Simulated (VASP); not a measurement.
Write the native input for VASP 6.6.1 that does the following.

```
Task                   : single point
Functional             : PBE
Potentials or basis    : VASP PAW PBE potentials, release 64 (Sc_sv)
Cutoff                 : 520 eV
k mesh                 : 18 × 18 × 10
Occupations            : gaussian, width 0.15 eV
Spin                   : no spin polarisation
Dipole correction      : no
Further INCAR settings : ALGO = Fast; EDIFF = 1e-06; NBANDS = 18
```

The structure of Sc lies in POSCAR:

```
Sc
1.0
    3.4080618342      0.0000000000      0.0000000000
   -1.7040309171      2.9514681261      0.0000000000
    0.0000000000      0.0000000000      5.2680000000
Sc
2
Direct
    0.3333333333      0.6666666667      0.2500000000
    0.6666666667      0.3333333333      0.7500000000
```

This cell differs from its parent crystal: strain +0.030 along x and y, +0.000 along z.

The input as run:

INCAR

```
SYSTEM = Sc
PREC     = Accurate       ! precision mode
ENCUT    = 520            ! plane-wave cutoff, eV
EDIFF    = 1E-6           ! SCF threshold, eV
ISMEAR   = 0              ! smearing method
SIGMA    = 0.15           ! smearing width, eV
LREAL    = .False.        ! projectors in reciprocal space
LASPH    = .True.         ! aspherical terms in the spheres
NELM     = 80             ! most SCF steps
ALGO     = Fast           ! electronic algorithm
ISIF     = 2              ! what is computed and relaxed
LWAVE    = .False.        ! write WAVECAR
LCHARG   = .False.        ! write CHGCAR
GGA      = PE             ! functional
NBANDS   = 18             ! bands
```

KPOINTS

```
Automatic mesh
0
Gamma
  18 18 10
  0 0 0
```

Potentials or basis: VASP PAW PBE potentials, release 64 (Sc_sv).

Command:

```console
$ cat potpaw_PBE.64/Sc_sv/POTCAR > POTCAR
$ mpirun -np 1 vasp_std > vasp.out
```

It gave:

```json
{
 "Pressure": "-3.4 GPa",
 "Band gap on the k mesh": "zero (bands 11 and 12 overlap by 1.39 eV)"
}
```

Caveat: the cell differs from its parent crystal (strain +0.030 along x and y, +0.000 along z); the cell stands under tension.

Wall time 110 s on 1 thread of Intel(R) Xeon(R) 6975P-C (Granite Rapids), with other jobs on the host, peak memory 0.3 GiB.
